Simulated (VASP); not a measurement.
# Re (Fd-3m) in VASP: notebook

The runs below take Re through single point, with PBE.

Program: VASP 6.6.1. These are calculated values, not measurements. Logs are shortened: lines on timing, memory, paths and dates and some standing lists are left out, and cuts for length are marked.

## (1) The cell of the first run

Symmetry: Fd-3m, No. 227, cubic system. Conventional cell: a = 5.416 Å, b = 5.416 Å, c = 5.416 Å, α = 90.00°, β = 90.00°, γ = 90.00°. Re (site symmetry -43m) has 4 Re at 2.35 Å within 3.1 Å.

This isn't the form of Re at room conditions, which is hcp.

## (2) Single point, PBE (19.86 Å³/atom)

INCAR reads:

```
SYSTEM = Re
PREC     = Accurate       ! precision mode
ENCUT    = 520            ! plane-wave cutoff, eV
EDIFF    = 1E-6           ! SCF threshold, eV
ISMEAR   = -1             ! smearing method
SIGMA    = 0.1            ! smearing width, eV
LREAL    = .FALSE.        ! projectors in reciprocal space
LASPH    = .TRUE.         ! aspherical terms in the spheres
NELM     = 60             ! most SCF steps
ALGO     = Normal         ! electronic algorithm
ISIF     = 2              ! what is computed and relaxed
LWAVE    = .FALSE.        ! write WAVECAR
LCHARG   = .FALSE.        ! write CHGCAR
GGA      = PE             ! functional
NBANDS   = 14             ! bands
```

KPOINTS reads:

```
Automatic mesh
0
G
  16 16 16
  0 0 0
```

POSCAR reads:

```
Re
1.0
    0.0000000000      2.7080802198      2.7080802198
    2.7080802198      0.0000000000      2.7080802198
    2.7080802198      2.7080802198      0.0000000000
Re
2
Direct
    0.1250000000      0.1250000000      0.1250000000
    0.8750000000      0.8750000000      0.8750000000
```

Potentials or basis: VASP PAW PBE potentials, release 64 (Re).

Started as:

```
$ cat potpaw_PBE.64/Re/POTCAR > POTCAR
$ mpirun -np 1 vasp_std > vasp.out
```

OUTCAR:

```text
SYSTEM = Re
   PREC = Accurate
   ENCUT = 520
   EDIFF = 1E-6
   ISMEAR = -1
   LREAL = .FALSE.
   LASPH = .TRUE.
   NELM = 60
   ISIF = 2
   GGA = PE

 ion  position               nearest neighbor table
   1  0.125  0.125  0.125-   2 2.35   2 2.35   2 2.35   2 2.35
   2  0.875  0.875  0.875-   1 2.35   1 2.35   1 2.35   1 2.35

  LATTYP: Found a face centered cubic cell.
 ALAT       =     5.4161604396

  Lattice vectors:

 A1 = (   0.0000000000,   2.7080802198,   2.7080802198)
 A2 = (   2.7080802198,   0.0000000000,   2.7080802198)
 A3 = (   2.7080802198,   2.7080802198,   0.0000000000)

Analysis of symmetry for initial positions (statically):
=====================================================================
 Subroutine PRICEL returns:
 Original cell was already a primitive cell.

 Routine SETGRP: Setting up the symmetry group for a
 face centered cubic supercell.

 Subroutine GETGRP returns: Found 48 space group operations
 (whereof 12 operations were pure point group operations)
 out of a pool of 48 trial point group operations.

The static configuration has the point symmetry D_3d.
 The point group associated with its full space group is O_h .

Analysis of symmetry for dynamics (positions and initial velocities):
=====================================================================
 Subroutine PRICEL returns:
 Original cell was already a primitive cell.

 Routine SETGRP: Setting up the symmetry group for a
 face centered cubic supercell.

 Subroutine GETGRP returns: Found 48 space group operations
 (whereof 12 operations were pure point group operations)
 out of a pool of 48 trial point group operations.

The dynamic configuration has the point symmetry D_3d.
 The point group associated with its full space group is O_h .

 Subroutine INISYM returns: Found 48 space group operations
 (whereof 12 operations are pure point group operations),
 and found     1 'primitive' translations

----------------------------------------------------------------------------------------

                                     Primitive cell

  volume of cell :      39.7205

  direct lattice vectors                    reciprocal lattice vectors
     0.000000000  2.708080220  2.708080220    -0.184632640  0.184632640  0.184632640
     2.708080220  0.000000000  2.708080220     0.184632640 -0.184632640  0.184632640
     2.708080220  2.708080220  0.000000000     0.184632640  0.184632640 -0.184632640

  length of vectors
[... 92 lines left out ...]
   PSTRESS=    0.0 pullay stress
   NELECT =      14.0000    total number of electrons
   NUPDOWN=      -1.0000    fix difference up-down
   EMIN   =  10.00;   EMAX   =-10.00  energy-range for DOS
   EFERMI =   0.00;   METHOD = LEGACY
   ISMEAR =    -1;   SIGMA  =   0.10  broadening in eV -4-tet -1-fermi 0-gaus
   EFERMI_NEDOS =   21; number of points for ismear=-14 and -15
   IALGO  =     38    algorithm
   IMIX   =      4    mixing-type and parameters
     AMIX     =   0.40;   BMIX     =  1.00
     AMIX_MAG =   1.60;   BMIX_MAG =  1.00
  volume/ion in A,a.u.               =      19.86       134.02
  Fermi-wavevector in a.u.,A,eV,Ry     =   1.156412  2.185302 18.194923  1.337289
  Thomas-Fermi vector in A             =   2.293033
   LORBIT       =      0    0 simple, 1 ext, 2 COOP (PROOUT), +10 PAW based schemes
   GGA     = PE    functional components
   LHFCALC =     F    Hartree Fock is set to
   AEXX    =    0.0000 exact exchange contribution
   IVDW    =     0    specifies the selected vdW correction
   LEPSILON=     F    determine dielectric tensor
   LRPA    =     F    only Hartree local field effects (RPA)
 non-spin polarized calculation
  energy-cutoff  :      520.00
  volume of cell :       39.72
 maximum number of plane-waves:      1090
   NGX = 15   NGY = 15   NGZ = 15

 number of electron      14.0000001 magnetization

 Free energy of the ion-electron system (eV)
  ---------------------------------------------------
  ext. energy  EPLUGINS =         0.00000000
  ---------------------------------------------------
  free energy    TOTEN  =       -21.38557442 eV

  energy without entropy =      -21.34430238  energy(sigma->0) =      -21.36493840

 E-fermi :   4.5937     XC(G=0): -11.6235

 val. band max:        4.5842385615   @ k =  -0.3750   0.3125   0.0625
 cond. band min:       4.6028170433   @ k =  -0.3125   0.3750   0.0625
 fundamental gap:      0.0185784818
 Fermi energy:         4.5937346560

 k-point     1 :       0.0000    0.0000    0.0000
  band No.  band energies     occupation
      1      -2.8617      2.00000
      2       0.9919      2.00000
      3       0.9919      2.00000
      4       2.0844      2.00000
      5       2.0844      2.00000
      6       2.0844      2.00000
      7       5.3267      0.00131
      8       5.3267      0.00131
      9       5.3267      0.00131
     10       9.4706      0.00000
     11       9.4706      0.00000
     12      16.2395      0.00000
     13      16.9429      0.00000
     14      17.8217      0.00000
[... 377 lines left out ...]
      1      -2.6440      2.00000
      2       0.7974      2.00000
      3       0.9898      2.00000
      4       2.0856      2.00000
      5       2.1499      2.00000
      6       2.3722      2.00000
      7       4.9674      0.04658
      8       5.2277      0.00352
      9       5.3821      0.00075
     10       9.3250      0.00000
     11       9.5401      0.00000
     12      15.7342      0.00000
     13      17.2065      0.00000
     14      17.8979      0.00000

 [... further k-points ...]

------------------------ aborting loop because EDIFF is reached ----------------------------------------

  FORCE on cell =-STRESS in cart. coord.  units (eV):
  Direction    XX          YY          ZZ          XY          YZ          ZX
  --------------------------------------------------------------------------------------
  -------------------------------------------------------------------------------------
  Total        6.5978652      6.5978652      6.5978652      0.0000000     -0.0000000      0.0000000
  in kB      266.1334429    266.1334429    266.1334429      0.0000000     -0.0000000      0.0000000
  external PRESSURE =     266.1334429 kB  Pullay stress =       0.0000000 kB

 VOLUME and BASIS-vectors are now :
 -----------------------------------------------------------------------------
  energy-cutoff  :      520.00
  volume of cell :       39.72
      direct lattice vectors                 reciprocal lattice vectors
     0.000000000  2.708080220  2.708080220    -0.184632640  0.184632640  0.184632640
     2.708080220  0.000000000  2.708080220     0.184632640 -0.184632640  0.184632640
     2.708080220  2.708080220  0.000000000     0.184632640  0.184632640 -0.184632640

 POSITION                                       TOTAL-FORCE (eV/Angst)
 -----------------------------------------------------------------------------------
      0.67702      0.67702      0.67702         0.000000     -0.000000      0.000000
      4.73914      4.73914      4.73914        -0.000000      0.000000     -0.000000
 -----------------------------------------------------------------------------------
    total drift:                                0.000000     -0.000000     -0.000000

  FREE ENERGIE OF THE ION-ELECTRON SYSTEM (eV)
  ---------------------------------------------------
  free  energy   TOTEN  =       -21.3855744228 eV

  energy  without entropy=      -21.3443023836  energy(sigma->0) =      -21.36493840
```

It took 40 s on 1 thread of Intel Xeon Platinum 8488C (Sapphire Rapids), shared host; peak memory 0.21 GiB.

Results:

```yaml
Free_energy: -21.3856 eV
Pressure: 26.6 GPa
Band_gap_on_the_k_mesh: zero (bands 7 and 8 overlap by 1.62 eV)
```

Levels at points of the mesh, in eV from the Fermi level:
```csv
k point,band 5,band 6,band 7,band 8,band 9,band 10
"(0.00, 0.00, 0.00)",-2.51,-2.51,0.73,0.73,0.73,4.88
"(0.50, 0.00, 0.00)",-2.84,-2.84,-0.87,2.03,2.03,3.82
"(0.50, 0.50, 0.00)",-1.84,-1.84,-0.11,-0.11,4.24,4.24
```

Caveat: the cell stands under pressure; spin-orbit coupling is left out, which moves the levels of the heavy elements.

## (3) Single point, PBE (20.76 Å³/atom)

This run uses another cell than the first one, of 20.76 Å³/atom.

INCAR reads:

```
  ALGO = Normal
  EDIFF = 1E-6
  ENCUT = 520
  GGA = PE
  ISIF = 2
  ISMEAR = -1
  LASPH = T
  LCHARG = T
  LELF = T
  LREAL = F
  LVHAR = T
  LWAVE = F
  NBANDS = 14
  NELM = 100
  PREC = Accurate
  SIGMA = 0.1
```

KPOINTS reads:

```
k-points
0
Gamma
  16 16 16
```

POSCAR reads:

```
Re
1.0
    0.0000000000      2.7485052874      2.7485052874
    2.7485052874      0.0000000000      2.7485052874
    2.7485052874      2.7485052874      0.0000000000
Re
2
Direct
    0.1250000000      0.1250000000      0.1250000000
    0.8750000000      0.8750000000      0.8750000000
```

Potentials or basis: VASP PAW PBE potentials, release 64 (Re).

Started as:

```
$ cat potpaw_PBE.64/Re/POTCAR > POTCAR
$ mpirun -np 1 vasp_std > vasp.out
```

Wall time 54 s (1 thread of Intel Xeon Platinum 8488C (Sapphire Rapids), shared host); peak memory 0.22 GiB.

Results (log left out):

| Quantity | Value |
| --- | --- |
| Free energy | -21.6198 eV |
| Pressure | 15.2 GPa |
| Band gap on the k mesh | zero (bands 7 and 8 overlap by 1.56 eV) |

Levels at points of the mesh, in eV from the Fermi level:
| k point | band 5 | band 6 | band 7 | band 8 | band 9 | band 10 |
| --- | --- | --- | --- | --- | --- | --- |
| (0.00, 0.00, 0.00) | -2.41 | -2.41 | 0.70 | 0.70 | 0.70 | 4.59 |
| (0.50, 0.00, 0.00) | -2.69 | -2.69 | -0.89 | 1.91 | 1.91 | 3.62 |
| (0.50, 0.50, 0.00) | -1.89 | -1.89 | -0.06 | -0.06 | 4.02 | 4.02 |

Caveat: the cell stands under pressure; spin-orbit coupling is left out, which moves the levels of the heavy elements.

The gap in the log of VASP goes by the Fermi energy; the results here count the filled bands.